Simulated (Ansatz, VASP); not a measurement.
SnSe: VASP beside Ansatz

```xyz
2
Lattice="0.0000 3.3908 3.3908 3.3908 0.0000 3.3908 3.3908 3.3908 0.0000" Properties=species:S:1:pos:R:3 pbc="T T T"
Sn    0.0000    0.0000    0.0000
Se    5.0863    5.0863    5.0863
```

Alike in both runs: task relaxation of cell and atoms; functional B3LYP; k mesh 4 × 4 × 4; occupations fermi-dirac, width 0.05 eV; no spin polarisation.

```csv
,VASP,Ansatz
version,VASP 6.6.1,Ansatz 0.2.0
potentials or method,"VASP PAW PBE potentials, release 64 (Sn_d, Se)",Ansatz PAW
plane-wave cutoff (eV),600,420
valence electrons in the cell,20,30
```

```tsv
	VASP	Ansatz	Ansatz less VASP
gap on the k mesh at the Fermi level, each at its own relaxed structure (eV)	0.99	0.96	-0.031
relaxed volume (Å³/atom)	40.11	40.16	+0.053
relaxed cell length with the largest relative difference (Å)	4.841	4.843	+0.0021
```

VASP's potentials were made for PBE, not for B3LYP. VASP's potentials hold 20 valence electrons a cell and Ansatz's 30, so a difference there can come from the potentials and not from the codes.

Noted on Ansatz's run: the plane-wave basis is chosen anew once the cell has moved, so the energies of steps on either side of that aren't comparable.
